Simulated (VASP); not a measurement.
TiO2:

```
Ti O
1.0
     4.59400    0.00000    0.00000
     0.00000    4.59400    0.00000
     0.00000    0.00000    2.95900
Ti O
2 4
Direct
  0.00000 0.00000 0.00000
  0.50000 0.50000 0.50000
  0.30480 0.30480 0.00000
  0.69520 0.69520 0.00000
  0.80480 0.19520 0.50000
  0.19520 0.80480 0.50000
```

Base run:

| Property | Result |
| --- | --- |
| Program | VASP 6.6.1 |
| Functional | r2SCAN |
| Potentials or basis | VASP PAW PBE potentials, release 64 (Ti_sv, O) |
| Cutoff | 520 eV |
| k mesh | 6 × 6 × 6 |
| Occupations | gaussian, width 0.03 eV |
| Spin | no spin polarisation |

Its results: band gap on the k mesh 2.23 eV, direct; pressure 1.1 GPa; largest force 0.055 eV/Å.

The run is repeated on the same cell with these changes: functional from r2SCAN to LDA; potentials or basis from VASP PAW PBE potentials, release 64 (Ti_sv, O) to VASP PAW LDA potentials, release 64 (Ti_sv, O). What comes out?

Band gap on the k mesh 1.77 eV, direct; pressure -7.1 GPa; largest force 0.024 eV/Å.

Caveats: the PAW data sets were made with another functional, which shifts forces and pressure a little (some runs).

A k mesh can miss the band edges.
